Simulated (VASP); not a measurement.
# AlNi (P4/mmm) in VASP: a series of runs, part 3 of 3

VASP 6.6.1. Earlier steps stand in the parts before.

## 4. Single point, PBE

This run uses another cell than the first one, of the same volume but with other edges.

INCAR

```
SYSTEM = AlNi
PREC = Accurate ; ENCUT = 520
EDIFF = 1E-7 ; ISMEAR = 0
SIGMA = 0.15 ; LREAL = .False.
LASPH = .True. ; NELM = 100
ALGO = Fast ; ISIF = 2
LWAVE = .False. ; LCHARG = .False.
GGA = PE ; NBANDS = 14
```

KPOINTS

```
regular mesh
0
Gamma
  18 18 18
  0 0 0
```

POSCAR

```
AlNi
1.0
    2.7909091310      0.0000000000      0.0000000000
    0.0000000000      2.7909091310      0.0000000000
    0.0000000000      0.0000000000      3.0700000441
Al Ni
1 1
Direct
    0.0000000000      0.0000000000      0.0000000000
    0.5000000000      0.5000000000      0.5000000000
```

Potentials or basis: VASP PAW PBE potentials, release 64 (Al, Ni).

Started as:

```console
$ cat potpaw_PBE.64/Al/POTCAR potpaw_PBE.64/Ni/POTCAR > POTCAR
$ mpirun -np 1 vasp_std > vasp.out
```

OUTCAR:

```text
SYSTEM = AlNi
   PREC = Accurate
   ENCUT = 520
   EDIFF = 1E-7
   ISMEAR = 0
   LREAL = .False.
   LASPH = .True.
   NELM = 100
   ISIF = 2
   GGA = PE

 ion  position               nearest neighbor table
   1  0.000  0.000  0.000-   2 2.50   2 2.50   2 2.50   2 2.50   2 2.50   2 2.50   2 2.50   2 2.50

   2  0.500  0.500  0.500-   1 2.50   1 2.50   1 2.50   1 2.50   1 2.50   1 2.50   1 2.50   1 2.50

  LATTYP: Found a simple tetragonal cell.
 ALAT       =     2.7909091310
 C/A-ratio  =     1.1000000000

  Lattice vectors:

 A1 = (   2.7909091310,   0.0000000000,   0.0000000000)
 A2 = (   0.0000000000,   2.7909091310,   0.0000000000)
 A3 = (   0.0000000000,   0.0000000000,   3.0700000441)

Analysis of symmetry for initial positions (statically):
=====================================================================
 Subroutine PRICEL returns:
 Original cell was already a primitive cell.

 Routine SETGRP: Setting up the symmetry group for a
 simple tetragonal supercell.

 Subroutine GETGRP returns: Found 16 space group operations
 (whereof 16 operations were pure point group operations)
 out of a pool of 16 trial point group operations.

The static configuration has the point symmetry D_4h.

Analysis of symmetry for dynamics (positions and initial velocities):
=====================================================================
 Subroutine PRICEL returns:
 Original cell was already a primitive cell.

 Routine SETGRP: Setting up the symmetry group for a
 simple tetragonal supercell.

 Subroutine GETGRP returns: Found 16 space group operations
 (whereof 16 operations were pure point group operations)
 out of a pool of 16 trial point group operations.

The dynamic configuration has the point symmetry D_4h.

 Subroutine INISYM returns: Found 16 space group operations
 (whereof 16 operations are pure point group operations),
 and found     1 'primitive' translations

----------------------------------------------------------------------------------------

                                     Primitive cell

  volume of cell :      23.9128

  direct lattice vectors                    reciprocal lattice vectors
     2.790909131  0.000000000  0.000000000     0.358306184  0.000000000  0.000000000
     0.000000000  2.790909131  0.000000000     0.000000000  0.358306184  0.000000000
     0.000000000  0.000000000  3.070000044     0.000000000  0.000000000  0.325732894

  length of vectors
     2.790909131  2.790909131  3.070000044     0.358306184  0.358306184  0.325732894

  position of ions in fractional coordinates (direct lattice)
     0.000000000  0.000000000  0.000000000
     0.500000000  0.500000000  0.500000000

  ion indices of the primitive-cell ions
   primitive index   ion index
                 1           1
                 2           2

----------------------------------------------------------------------------------------

 KPOINTS: regular mesh

Automatic generation of k-mesh.
 Grid dimensions read from file:
 generate k-points for:   18   18   18

 Generating k-lattice:

  Cartesian coordinates                     Fractional coordinates (reciprocal lattice)
     0.019905899  0.000000000  0.000000000     0.055555556  0.000000000  0.000000000
     0.000000000  0.019905899  0.000000000     0.000000000  0.055555556  0.000000000
     0.000000000  0.000000000  0.018096272     0.000000000  0.000000000  0.055555556

  Length of vectors
     0.019905899  0.019905899  0.018096272

  Shift w.r.t. Gamma in fractional coordinates (k-lattice)
     0.000000000  0.000000000  0.000000000

 Subroutine IBZKPT returns following result:
 ===========================================

 Found    550 irreducible k-points:

 Following reciprocal coordinates:
            Coordinates               Weight
  0.000000  0.000000  0.000000      1.000000
  0.055556  0.000000  0.000000      4.000000
  0.111111  0.000000  0.000000      4.000000
  0.166667  0.000000  0.000000      4.000000
  0.222222  0.000000  0.000000      4.000000
  0.277778  0.000000  0.000000      4.000000
[... 16 lines left out ...]
  0.277778  0.111111  0.000000      8.000000
  0.333333  0.111111  0.000000      8.000000
 [... further k-points ...]
   k-points           NKPTS =    550   k-points in BZ     NKDIM =    550   number of bands    NBANDS=     14
   number of dos      NEDOS =    301   number of ions     NIONS =      2
   total plane-waves  NPLWV =  13824
   dimension x,y,z NGX =    24 NGY =   24 NGZ =   24
   dimension x,y,z NGXF=    48 NGYF=   48 NGZF=   48
   ions per type =               1   1
   NGX,Y,Z   is equivalent  to a cutoff of  14.30, 14.30, 13.00 a.u.
   NGXF,Y,Z  is equivalent  to a cutoff of  28.59, 28.59, 25.99 a.u.
 SYSTEM =  AlNi
   PREC   = accura    normal or accurate (medium, high low for compatibility)
   ISTART =      0    job   : 0-new  1-cont  2-samecut
   ICHARG =      2    charge: 1-file 2-atom 10-const
   ISPIN  =      1    spin polarized calculation?
   LNONCOLLINEAR =      F non collinear calculations
   LSORBIT =      F    spin-orbit coupling
   LASPH  =      T    aspherical Exc in radial PAW
   ENCUT  =  520.0 eV  38.22 Ry    6.18 a.u.   5.19  5.19  5.71*2*pi/ulx,y,z
   NELM   =    100;   NELMIN=  2; NELMDL= -5     # of ELM steps
   EDIFF  = 0.1E-06   stopping-criterion for ELM
   LREAL  =      F    real-space projection
   EDIFFG = 0.1E-05   stopping-criterion for IOM
   NSW    =      0    number of steps for IOM
   IBRION =     -1    ionic relax: 0-MD 1-quasi-New 2-CG
   NFREE  =      0    steps in history (QN), initial steepest desc. (CG)
   ISIF   =      2    stress and relaxation
   ISYM   =      2    0-nonsym 1-usesym 2-fastsym
   POTIM  = 0.5000    time-step for ionic-motion
   TEBEG  =    0.0;   TEEND  =   0.0 temperature during run
   PSTRESS=    0.0 pullay stress
   NELECT =      13.0000    total number of electrons
   NUPDOWN=      -1.0000    fix difference up-down
   EMIN   =  10.00;   EMAX   =-10.00  energy-range for DOS
   EFERMI =   0.00;   METHOD = LEGACY
   ISMEAR =     0;   SIGMA  =   0.15  broadening in eV -4-tet -1-fermi 0-gaus
   EFERMI_NEDOS =   21; number of points for ismear=-14 and -15
   IALGO  =     68    algorithm
   IMIX   =      4    mixing-type and parameters
     AMIX     =   0.40;   BMIX     =  1.00
     AMIX_MAG =   1.60;   BMIX_MAG =  1.00
  volume/ion in A,a.u.               =      11.96        80.69
  Fermi-wavevector in a.u.,A,eV,Ry     =   1.336122  2.524904 24.289410  1.785221
  Thomas-Fermi vector in A             =   2.464773
   LORBIT       =      0    0 simple, 1 ext, 2 COOP (PROOUT), +10 PAW based schemes
   GGA     = PE    functional components
   LHFCALC =     F    Hartree Fock is set to
   AEXX    =    0.0000 exact exchange contribution
   IVDW    =     0    specifies the selected vdW correction
   LEPSILON=     F    determine dielectric tensor
   LRPA    =     F    only Hartree local field effects (RPA)
 non-spin polarized calculation
 RMM-DIIS sequential band-by-band and
 Gauss-broadening in eV      SIGMA  =   0.15
  energy-cutoff  :      520.00
  volume of cell :       23.91
 maximum number of plane-waves:       660
 NGX is ok and might be reduce to    24

 number of electron      12.9999995 magnetization

 Free energy of the ion-electron system (eV)
  ---------------------------------------------------
  ext. energy  EPLUGINS =         0.00000000
  ---------------------------------------------------
  free energy    TOTEN  =       -10.51435930 eV

  energy without entropy =      -10.50507507  energy(sigma->0) =      -10.50971718

 E-fermi :  10.0258     XC(G=0): -12.0482

 val. band max:       10.0183391625   @ k =   0.5000   0.3333   0.3889
 cond. band min:      10.0395864015   @ k =   0.4444   0.3889   0.2222
 fundamental gap:      0.0212472391
 Fermi energy:        10.0258027640

 k-point     1 :       0.0000    0.0000    0.0000
  band No.  band energies     occupation
      1      -1.1202      2.00000
      2       6.7250      2.00000
      3       6.8360      2.00000
      4       8.4241      2.00000
      5       8.4241      2.00000
      6       8.6586      2.00000
      7      13.4033      0.00000
      8      16.6937      0.00000
      9      16.6937      0.00000
     10      17.3917      0.00000
     11      18.5224      0.00000
     12      24.1545      0.00000
     13      30.3622      0.00000
     14      30.3622      0.00000
[... 377 lines left out ...]
      1       1.2214      2.00000
      2       6.0358      2.00000
      3       7.2024      2.00000
      4       7.6572      2.00000
      5       8.0407      2.00000
      6       8.3921      2.00000
      7      10.2940      0.01144
      8      16.3791      0.00000
      9      16.4811      0.00000
     10      18.8218      0.00000
     11      22.5247      0.00000
     12      22.8363      0.00000
     13      24.3690      0.00000
     14      26.3496      0.00000

 [... further k-points ...]
[... 5 lines left out ...]
  --------------------------------------------------------------------------------------
  -------------------------------------------------------------------------------------
  Total        0.6358068      0.6358068     -0.1643956      0.0000000      0.0000000      0.0000000
  in kB       42.5996465     42.5996465    -11.0146602      0.0000000      0.0000000      0.0000000
  external PRESSURE =      24.7282109 kB  Pullay stress =       0.0000000 kB

 VOLUME and BASIS-vectors are now :
 -----------------------------------------------------------------------------
  energy-cutoff  :      520.00
  volume of cell :       23.91
      direct lattice vectors                 reciprocal lattice vectors
     2.790909131  0.000000000  0.000000000     0.358306184  0.000000000  0.000000000
     0.000000000  2.790909131  0.000000000     0.000000000  0.358306184  0.000000000
     0.000000000  0.000000000  3.070000044     0.000000000  0.000000000  0.325732894

 POSITION                                       TOTAL-FORCE (eV/Angst)
 -----------------------------------------------------------------------------------
      0.00000      0.00000      0.00000         0.000000      0.000000      0.000000
      1.39545      1.39545      1.53500         0.000000      0.000000      0.000000
 -----------------------------------------------------------------------------------
    total drift:                                0.000000      0.000000     -0.000000

  FREE ENERGIE OF THE ION-ELECTRON SYSTEM (eV)
  ---------------------------------------------------
  free  energy   TOTEN  =       -10.5143593031 eV

  energy  without entropy=      -10.5050750654  energy(sigma->0) =      -10.50971718
```

OSZICAR:

```text
N       E                     dE             d eps       ncg     rms          rms(c)
DAV:   1     0.406716835179E+02    0.40672E+02   -0.54082E+03 15608   0.975E+02
DAV:   2    -0.102487177612E+02   -0.50920E+02   -0.45891E+02 16474   0.179E+02
DAV:   3    -0.119653276793E+02   -0.17166E+01   -0.16995E+01 19554   0.365E+01
DAV:   4    -0.119883236663E+02   -0.22996E-01   -0.22988E-01 18216   0.385E+00
DAV:   5    -0.119890164923E+02   -0.69283E-03   -0.69281E-03 19778   0.726E-01    0.122E+01
RMM:   6    -0.140701214580E+02   -0.20811E+01   -0.14509E+01 18703   0.475E+01    0.173E+01
RMM:   7    -0.105318592429E+02    0.35383E+01   -0.40484E+00 17232   0.245E+01    0.108E+00
RMM:   8    -0.105237546164E+02    0.81046E-02   -0.94203E-02 16408   0.302E+00    0.687E-01
RMM:   9    -0.105176576476E+02    0.60970E-02   -0.25503E-02 17402   0.981E-01    0.517E-01
RMM:  10    -0.105143643823E+02    0.32933E-02   -0.68417E-03 18961   0.103E+00    0.132E-01
RMM:  11    -0.105144922125E+02   -0.12783E-03   -0.74069E-04 20696   0.322E-01    0.119E-01
RMM:  12    -0.105143499348E+02    0.14228E-03   -0.28012E-04 21070   0.180E-01    0.223E-02
RMM:  13    -0.105143574278E+02   -0.74930E-05   -0.81419E-05 21474   0.594E-02    0.146E-02
RMM:  14    -0.105143592734E+02   -0.18456E-05   -0.14221E-05 22267   0.250E-02    0.435E-03
RMM:  15    -0.105143592784E+02   -0.49704E-08   -0.15037E-06 19998   0.107E-02    0.240E-03
RMM:  16    -0.105143593031E+02   -0.24699E-07   -0.47766E-07 17806   0.452E-03
   1 F= -.10514359E+02 E0= -.10509717E+02  d E =-.928424E-02
```

Wall time 84 s (1 thread of AMD EPYC 9R45 (Zen 5), shared host); peak memory 0.27 GiB.

Results:

```
Free energy : -10.5144 eV
Pressure    : 2.5 GPa
```

Stress tensor (GPa, compression positive):
```
 4.26  0.00  0.00
 0.00  4.26  0.00
 0.00  0.00 -1.10
```

 Spin polarisation is off, so any magnetic state and its effect on volume and gap are missing.

## 5. Overview

```tsv
cell	further INCAR settings	gap on the mesh (eV)	pressure (GPa)
a = 3.041, b = 3.041, c = 2.585 Å, 2 atoms	ALGO = Fast; EDIFF = 1e-06; NBANDS = 14	none	3.9
a = 2.640, b = 2.640, c = 3.432 Å, 2 atoms	ALGO = Fast; EDIFF = 1e-07; NBANDS = 14	none	3.9
a = 2.791, b = 2.791, c = 3.070 Å, 2 atoms	ALGO = Fast; EDIFF = 1e-07; NBANDS = 14	none	2.5
```

Alike in all rows: task single point; level PBE; potentials or basis VASP PAW PBE potentials, release 64 (Al, Ni); no spin polarisation; k mesh 18 × 18 × 18; cutoff (eV) 520; smearing gaussian 0.15 eV.

Absolute energies hang on the potentials; compare differences alone.
